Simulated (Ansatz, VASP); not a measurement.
## GdY2O2 in VASP and in Ansatz

```xyz
5
Lattice="6.0191 0.0000 0.0000 -3.0095 5.2127 0.0000 0.0000 0.0000 8.0507" Properties=species:S:1:pos:R:3 pbc="T T T"
Y     0.0000    3.4751    4.0253
Y     3.0095    1.7376    4.0253
Gd    0.0000    0.0000    4.0253
O     0.0000    0.0000    5.9560
O     0.0000    0.0000    2.0947
```

Alike in both runs: functional PBE; k mesh 6 × 6 × 4; occupations gaussian, width 0.1 eV; collinear spin.

Ansatz relaxed the structure, and its values are those at the end. VASP's run is a single point on that final structure, the one shown.

```csv
,VASP,Ansatz
version,VASP 6.6.1,Ansatz 0.2.0
potentials or method,"VASP PAW PBE potentials, release 64 (Y_sv, Gd, O), cutoff 520 eV","scalar-relativistic, plane waves, PAW"
valence electrons in the cell,52,52
```

```tsv
	VASP	Ansatz	Ansatz less VASP
gap on the k mesh at the Fermi level (eV)	none	none	-
pressure (GPa)	0.2	0.0	-0.17
rms of the force components (eV/Å)	0.100	0.001	-0.0987
net moment per atom (μB)	1.07	1.07	-0.004
size of the moment on the site where the two differ most (μB)	6.41	6.19	-0.220
```

Site moments also hang on the region over which each program counts them. A gap of «none» marks a metal or a gap that the smearing closes. The functional is the same, so the differences come from potentials, cutoffs and numerics.

Neither program's run includes spin-orbit coupling.
